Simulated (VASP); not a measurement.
# OF2 (Cmmm) in VASP: single point with PBEsol

Aim: the single point of OF2 with PBEsol.

All numbers are computed with VASP 6.6.1; they aren't measurements. Logs are shortened: lines on timing, memory, paths and dates and some standing lists are left out, and cuts for length are marked.

## Step 1: The cell of the first run

Symmetry: Cmmm, No. 65, orthorhombic system. Conventional cell: a = 5.514 Å, b = 7.180 Å, c = 2.475 Å, α = 90.00°, β = 90.00°, γ = 90.00°. O (site symmetry mmm) has 4 F at 1.74 Å within 2.3 Å. F (site symmetry 2mm) has 2 O at 1.74 Å within 2.3 Å.

## Step 2: Single point, PBEsol

The input, INCAR:

```
SYSTEM = OF2
PREC     = Accurate       ! precision mode
ENCUT    = 520            ! plane-wave cutoff, eV
EDIFF    = 1E-6           ! SCF threshold, eV
ISMEAR   = -1             ! smearing method
SIGMA    = 0.03           ! smearing width, eV
LREAL    = .FALSE.        ! projectors in reciprocal space
LASPH    = .TRUE.         ! aspherical terms in the spheres
NELM     = 100            ! most SCF steps
ALGO     = Normal         ! electronic algorithm
ISIF     = 2              ! what is computed and relaxed
LWAVE    = .FALSE.        ! write WAVECAR
LCHARG   = .FALSE.        ! write CHGCAR
GGA      = PS             ! functional
NBANDS   = 29             ! bands
```

The input, KPOINTS:

```
regular mesh
0
G
  6 6 6
  0 0 0
```

The input, POSCAR:

```
OF2
1.0
   -2.7572342116      3.5898179397      2.4747175564
    2.7572342116     -3.5898179397      2.4747175564
    2.7572342116      3.5898179397     -2.4747175564
O F
2 4
Direct
    0.7500000000      0.7500000000      0.0000000000
    0.2500000000      0.2500000000      0.0000000000
    0.9999999361      0.7790654625      0.7790653986
    0.0000000639      0.2209345375      0.2209346014
    0.5000000639      0.2790654625      0.7790655265
    0.4999999361      0.7209345375      0.2209344735
```

Potentials or basis: VASP PAW PBE potentials, release 64 (O, F).

Command:

```sh
> cat potpaw_PBE.64/O/POTCAR potpaw_PBE.64/F/POTCAR > POTCAR
> mpirun -np 1 vasp_std > vasp.out
```

OUTCAR:

```text
SYSTEM = OF2
   PREC = Accurate
   ENCUT = 520
   EDIFF = 1E-6
   ISMEAR = -1
   LREAL = .FALSE.
   LASPH = .TRUE.
   NELM = 100
   ISIF = 2
   GGA = PS

 ion  position               nearest neighbor table
   1  0.750  0.750  0.000-   6 1.74   5 1.74   3 1.74   4 1.74
   2  0.250  0.250  0.000-   5 1.74   6 1.74   3 1.74   4 1.74
   3  1.000  0.779  0.779-   1 1.74   2 1.74
   4  0.000  0.221  0.221-   1 1.74   2 1.74
   5  0.500  0.279  0.779-   2 1.74   1 1.74
   6  0.500  0.721  0.221-   1 1.74   2 1.74

  LATTYP: Found a body centered orthorhombic cell.
 ALAT       =     4.9494351128
 B/A-ratio  =     1.1141611714
 C/A-ratio  =     1.4505970309

  Lattice vectors:

 A1 = (   2.7572342116,  -3.5898179397,   2.4747175564)
 A2 = (  -2.7572342116,  -3.5898179397,  -2.4747175564)
 A3 = (   2.7572342116,   3.5898179397,  -2.4747175564)

Analysis of symmetry for initial positions (statically):
=====================================================================
 Subroutine PRICEL returns following result:

  LATTYP: Found a base centered orthorhombic cell.
 ALAT       =     5.5144684232
 B/A-ratio  =     1.3019633677
 C/A-ratio  =     0.4487681072

  Lattice vectors:

 A1 = (   2.7572342116,  -3.5898179397,   0.0000000000)
 A2 = (   2.7572342116,   3.5898179397,   0.0000000000)
 A3 = (   0.0000000000,   0.0000000000,   2.4747175564)

   2 primitive cells build up your supercell.

 Routine SETGRP: Setting up the symmetry group for a
 body centered orthorhombic supercell.

 Subroutine GETGRP returns: Found  8 space group operations
 (whereof  8 operations were pure point group operations)
 out of a pool of  8 trial point group operations.

The static configuration has the point symmetry D_2h.

Analysis of symmetry for dynamics (positions and initial velocities):
=====================================================================
 Subroutine PRICEL returns following result:

  LATTYP: Found a base centered orthorhombic cell.
 ALAT       =     5.5144684232
 B/A-ratio  =     1.3019633677
 C/A-ratio  =     0.4487681072

  Lattice vectors:

 A1 = (   2.7572342116,  -3.5898179397,   0.0000000000)
 A2 = (   2.7572342116,   3.5898179397,   0.0000000000)
 A3 = (   0.0000000000,   0.0000000000,   2.4747175564)

   2 primitive cells build up your supercell.

 Routine SETGRP: Setting up the symmetry group for a
 body centered orthorhombic supercell.

 Subroutine GETGRP returns: Found  8 space group operations
 (whereof  8 operations were pure point group operations)
 out of a pool of  8 trial point group operations.

The dynamic configuration has the point symmetry D_2h.

 Subroutine INISYM returns: Found  8 space group operations
 (whereof  8 operations are pure point group operations),
 and found     2 'primitive' translations

----------------------------------------------------------------------------------------

                                     Primitive cell

  volume of cell :      48.9894

  direct lattice vectors                    reciprocal lattice vectors
     2.757234212 -3.589817940  0.000000000     0.181341142 -0.139282829  0.000000000
     2.757234212  3.589817940  0.000000000     0.181341142  0.139282829  0.000000000
     0.000000000  0.000000000  2.474717556     0.000000000  0.000000000  0.404086518

  length of vectors
     4.526492388  4.526492388  2.474717556     0.228657640  0.228657640  0.404086518

  position of ions in fractional coordinates (direct lattice)
     0.000000000  0.000000000  0.500000000
     0.779065526  0.779065399  1.000000000
     0.220934601  0.220934474  0.000000000

  ion indices of the primitive-cell ions
   primitive index   ion index
                 1           1
                 2           3
                 3           6

----------------------------------------------------------------------------------------

 KPOINTS: regular mesh

Automatic generation of k-mesh.
 Grid dimensions read from file:
 generate k-points for:    6    6    6

 Generating k-lattice:

  Cartesian coordinates                     Fractional coordinates (reciprocal lattice)
     0.000000000  0.023213805  0.033673876     0.166666667  0.000000000  0.000000000
     0.030223524  0.000000000  0.033673876     0.000000000  0.166666667  0.000000000
     0.030223524  0.023213805  0.000000000     0.000000000  0.000000000  0.166666667

  Length of vectors
     0.040900009  0.045248109  0.038109607

  Shift w.r.t. Gamma in fractional coordinates (k-lattice)
     0.000000000  0.000000000  0.000000000

 Subroutine IBZKPT returns following result:
 ===========================================

 Found     46 irreducible k-points:

 Following reciprocal coordinates:
            Coordinates               Weight
  0.000000  0.000000  0.000000      1.000000
  0.166667  0.000000 -0.000000      4.000000
  0.333333  0.000000 -0.000000      4.000000
  0.500000  0.000000 -0.000000      2.000000
  0.000000  0.166667  0.000000      4.000000
  0.166667  0.166667 -0.000000      8.000000
[... 16 lines left out ...]
 -0.166667  0.166667  0.166667      2.000000
  0.166667  0.333333  0.166667      4.000000
 [... further k-points ...]
   k-points           NKPTS =     46   k-points in BZ     NKDIM =     46   number of bands    NBANDS=     29
   number of dos      NEDOS =    301   number of ions     NIONS =      6
   total plane-waves  NPLWV =  64000
   dimension x,y,z NGX =    40 NGY =   40 NGZ =   40
   dimension x,y,z NGXF=    80 NGYF=   80 NGZF=   80
   ions per type =               2   4
   NGX,Y,Z   is equivalent  to a cutoff of  12.89, 12.89, 12.89 a.u.
   NGXF,Y,Z  is equivalent  to a cutoff of  25.78, 25.78, 25.78 a.u.
 SYSTEM =  OF2
   PREC   = accura    normal or accurate (medium, high low for compatibility)
   ISTART =      0    job   : 0-new  1-cont  2-samecut
   ICHARG =      2    charge: 1-file 2-atom 10-const
   ISPIN  =      1    spin polarized calculation?
   LNONCOLLINEAR =      F non collinear calculations
   LSORBIT =      F    spin-orbit coupling
   LASPH  =      T    aspherical Exc in radial PAW
   ENCUT  =  520.0 eV  38.22 Ry    6.18 a.u.   9.59  9.59  9.59*2*pi/ulx,y,z
   NELM   =    100;   NELMIN=  2; NELMDL= -5     # of ELM steps
   EDIFF  = 0.1E-05   stopping-criterion for ELM
   LREAL  =      F    real-space projection
   EDIFFG = 0.1E-04   stopping-criterion for IOM
   NSW    =      0    number of steps for IOM
   IBRION =     -1    ionic relax: 0-MD 1-quasi-New 2-CG
   NFREE  =      0    steps in history (QN), initial steepest desc. (CG)
   ISIF   =      2    stress and relaxation
   ISYM   =      2    0-nonsym 1-usesym 2-fastsym
   POTIM  = 0.5000    time-step for ionic-motion
   TEBEG  =    0.0;   TEEND  =   0.0 temperature during run
   PSTRESS=    0.0 pullay stress
   NELECT =      40.0000    total number of electrons
   NUPDOWN=      -1.0000    fix difference up-down
   EMIN   =  10.00;   EMAX   =-10.00  energy-range for DOS
   EFERMI =   0.00;   METHOD = LEGACY
   ISMEAR =    -1;   SIGMA  =   0.03  broadening in eV -4-tet -1-fermi 0-gaus
   EFERMI_NEDOS =   21; number of points for ismear=-14 and -15
   IALGO  =     38    algorithm
   IMIX   =      4    mixing-type and parameters
     AMIX     =   0.40;   BMIX     =  1.00
     AMIX_MAG =   1.60;   BMIX_MAG =  1.00
  volume/ion in A,a.u.               =      16.33       110.20
  Fermi-wavevector in a.u.,A,eV,Ry     =   1.214463  2.295002 20.067507  1.474920
  Thomas-Fermi vector in A             =   2.349882
   LORBIT       =      0    0 simple, 1 ext, 2 COOP (PROOUT), +10 PAW based schemes
   GGA     = PS    functional components
   LHFCALC =     F    Hartree Fock is set to
   AEXX    =    0.0000 exact exchange contribution
   IVDW    =     0    specifies the selected vdW correction
   LEPSILON=     F    determine dielectric tensor
   LRPA    =     F    only Hartree local field effects (RPA)
 non-spin polarized calculation
  energy-cutoff  :      520.00
  volume of cell :       97.98
 maximum number of plane-waves:      2659
 NGX is ok and might be reduce to    40
   NGX = 19   NGY = 19   NGZ = 19

 number of electron      40.0000006 magnetization

 Free energy of the ion-electron system (eV)
  ---------------------------------------------------
  ext. energy  EPLUGINS =         0.00000000
  ---------------------------------------------------
  free energy    TOTEN  =       -15.26241800 eV

  energy without entropy =      -15.26241273  energy(sigma->0) =      -15.26241536

 E-fermi :  -3.6248     XC(G=0):  -7.3310

 val. band max:       -3.9344873522   @ k =  -0.3333   0.3333   0.3333
 cond. band min:      -3.3528672694   @ k =  -0.3333   0.3333   0.1667
 fundamental gap:      0.5816200828
 Fermi energy:        -3.6247568510

 k-point     1 :       0.0000    0.0000    0.0000
  band No.  band energies     occupation
      1     -28.0423      2.00000
      2     -26.2613      2.00000
      3     -26.1959      2.00000
      4     -25.4909      2.00000
      5     -21.9585      2.00000
      6     -19.8826      2.00000
[... 21 lines left out ...]
     28      10.5275      0.00000
     29      11.3596      0.00000

 k-point     2 :       0.1667    0.0000   -0.0000
  band No.  band energies     occupation
      1     -27.9527      2.00000
      2     -26.3819      2.00000
      3     -26.2150      2.00000
      4     -25.5485      2.00000
      5     -21.7403      2.00000
      6     -19.9687      2.00000
[... 21 lines left out ...]
     28      10.4331      0.00000
     29      10.9566      0.00000

 k-point     3 :       0.3333    0.0000   -0.0000
  band No.  band energies     occupation
      1     -27.6929      2.00000
      2     -26.8136      2.00000
      3     -26.0850      2.00000
      4     -25.7015      2.00000
      5     -21.2309      2.00000
      6     -20.2337      2.00000
[... 21 lines left out ...]
     28      10.1023      0.00000
     29      10.4762      0.00000

 k-point     4 :       0.5000    0.0000   -0.0000
  band No.  band energies     occupation
      1     -27.2922      2.00000
      2     -27.2922      2.00000
      3     -25.8990      2.00000
      4     -25.8990      2.00000
      5     -20.6747      2.00000
      6     -20.6747      2.00000
[... 21 lines left out ...]
     28       9.4946      0.00000
     29      10.8094      0.00000

 k-point     5 :       0.0000    0.1667    0.0000
  band No.  band energies     occupation
      1     -27.9481      2.00000
      2     -26.3759      2.00000
      3     -26.2239      2.00000
      4     -25.5561      2.00000
      5     -21.7394      2.00000
      6     -19.9590      2.00000
[... 21 lines left out ...]
     28      10.3620      0.00000
     29      11.4902      0.00000
[... 510 lines left out ...]
     28       8.6512      0.00000
     29      11.9711      0.00000

 k-point    22 :       0.3333    0.1667    0.1667
  band No.  band energies     occupation
      1     -27.2771      2.00000
      2     -27.2771      2.00000
      3     -25.9242      2.00000
      4     -25.9242      2.00000
      5     -20.6606      2.00000
      6     -20.6606      2.00000
[... 21 lines left out ...]
     28       7.9691      0.00000
     29      12.4041      0.00000

 k-point    23 :      -0.1667    0.1667    0.1667
  band No.  band energies     occupation
      1     -28.0233      2.00000
      2     -26.2925      2.00000
      3     -26.1808      2.00000
      4     -25.5105      2.00000
      5     -21.9595      2.00000
      6     -19.8530      2.00000
[... 21 lines left out ...]
     28      10.8060      0.00000
     29      11.0103      0.00000

 k-point    24 :       0.1667    0.3333    0.1667
  band No.  band energies     occupation
      1     -27.2719      2.00000
      2     -27.2719      2.00000
      3     -25.9326      2.00000
      4     -25.9326      2.00000
      5     -20.6558      2.00000
      6     -20.6558      2.00000
[... 21 lines left out ...]
     28       7.7393      0.00000
     29      12.3921      0.00000

 [... further k-points ...]

------------------------ aborting loop because EDIFF is reached ----------------------------------------

  FORCE on cell =-STRESS in cart. coord.  units (eV):
  Direction    XX          YY          ZZ          XY          YZ          ZX
  --------------------------------------------------------------------------------------
  -------------------------------------------------------------------------------------
  Total       -0.0619938     -0.3230006     -0.0515944      0.0000000      0.0000000      0.0000000
  in kB       -1.0137410     -5.2818032     -0.8436863      0.0000000      0.0000000      0.0000000
  external PRESSURE =      -2.3797435 kB  Pullay stress =       0.0000000 kB

 VOLUME and BASIS-vectors are now :
 -----------------------------------------------------------------------------
  energy-cutoff  :      520.00
  volume of cell :       97.98
      direct lattice vectors                 reciprocal lattice vectors
    -2.757234212  3.589817940  2.474717556     0.000000000  0.139282829  0.202043259
     2.757234212 -3.589817940  2.474717556     0.181341142  0.000000000  0.202043259
     2.757234212  3.589817940 -2.474717556     0.181341142  0.139282829  0.000000000

 POSITION                                       TOTAL-FORCE (eV/Angst)
 -----------------------------------------------------------------------------------
      0.00000      0.00000      3.71208         0.000000     -0.000000     -0.000000
      0.00000      0.00000      1.23736        -0.000000     -0.000000      0.000000
      1.53890      3.58982      2.47472        -0.033957      0.000000      0.000000
      1.21834      0.00000      0.00000         0.033957     -0.000000      0.000000
      1.53890      3.58982     -0.00000        -0.033957      0.000000      0.000000
      1.21834     -0.00000      2.47472         0.033957     -0.000000      0.000000
 -----------------------------------------------------------------------------------
    total drift:                               -0.000000     -0.000000      0.000000

  FREE ENERGIE OF THE ION-ELECTRON SYSTEM (eV)
  ---------------------------------------------------
  free  energy   TOTEN  =       -15.2624179962 eV

  energy  without entropy=      -15.2624127302  energy(sigma->0) =      -15.26241536
```

Run time: 95 s. Hardware: 1 thread of Intel Xeon Platinum 8488C (Sapphire Rapids), shared host; peak memory 0.28 GiB.

Results:

* Free energy: -15.2624 eV
* Pressure: -0.2 GPa
* Largest force: 0.034 eV/Å
* Band gap on the k mesh: 0.58 eV

Forces on the atoms (eV/Å):
```
O    0.000  0.000  0.000
O    0.000  0.000  0.000
F   -0.034  0.000  0.000
F    0.034  0.000  0.000
F   -0.034  0.000  0.000
F    0.034  0.000  0.000
```

Caveat: the PAW data sets were made with another functional, which shifts forces and pressure a little.
